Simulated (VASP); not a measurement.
# ZnS: single point with r2SCAN

Crystal: ZnS.

```xyz
4
Lattice="3.8826 0.0000 0.0000 -1.9413 3.3625 0.0000 0.0000 0.0000 6.1699" Properties=species:S:1:pos:R:3 pbc="T T T"
Zn    0.0000    2.2416   -0.0065
Zn    1.9413    1.1208    3.0784
S     0.0000    2.2416    2.3202
S     1.9413    1.1208    5.4052
```

This cell differs from its parent crystal: biaxial strain in the a-b plane: +2.0 %.

```yaml
Program: VASP 6.6.1
Task: single point
Functional: r2SCAN
Potentials_or_basis: VASP PAW PBE potentials, release 64 (Zn, S)
Cutoff: 520 eV
k_mesh: 6 × 6 × 4
Occupations: gaussian, width 0.02 eV
Spin: no spin polarisation
Dipole_correction: no
Further_INCAR_settings: ALGO = Normal; EDIFF = 1e-06; NBANDS = 26
```

- Pressure: -1.9 GPa
- Largest force: 0.093 eV/Å
- Band gap on the k mesh: 2.68 eV

Forces in eV/Å, atoms in the order of the input:
```
Zn   0.000  0.000 -0.093
Zn   0.000  0.000 -0.093
S    0.000  0.000  0.093
S    0.000  0.000  0.093
```

Stress tensor (GPa, compression positive):
```
-3.12  0.00  0.00
 0.00 -3.12  0.00
 0.00  0.00  0.64
```

Levels at points of the mesh, in eV from the valence-band top:
```
           k point  band 15  band 16  band 17  band 18  band 19  band 20  band 21  band 22
(0.00, 0.00, 0.00)    -1.00    -0.04    -0.04     0.00     2.68     3.30     6.67     6.67
(0.50, 0.00, 0.00)    -3.22    -2.31    -1.63    -0.87     3.91     4.75     5.62     7.35
(0.00, 0.00, 0.50)    -0.54    -0.54    -0.54    -0.54     3.89     3.89     7.13     7.13
(0.50, 0.00, 0.50)    -1.64    -1.64    -1.50    -1.50     4.01     4.01     5.73     5.73
```

Wall time 100 s on 1 thread of Intel(R) Xeon(R) Platinum 8559C (Emerald Rapids), with other jobs on the host, peak memory 0.22 GiB.

Caveat: the cell differs from its parent crystal (biaxial strain in the a-b plane: +2.0 %); the PAW data sets were made with another functional, which shifts forces and pressure a little.
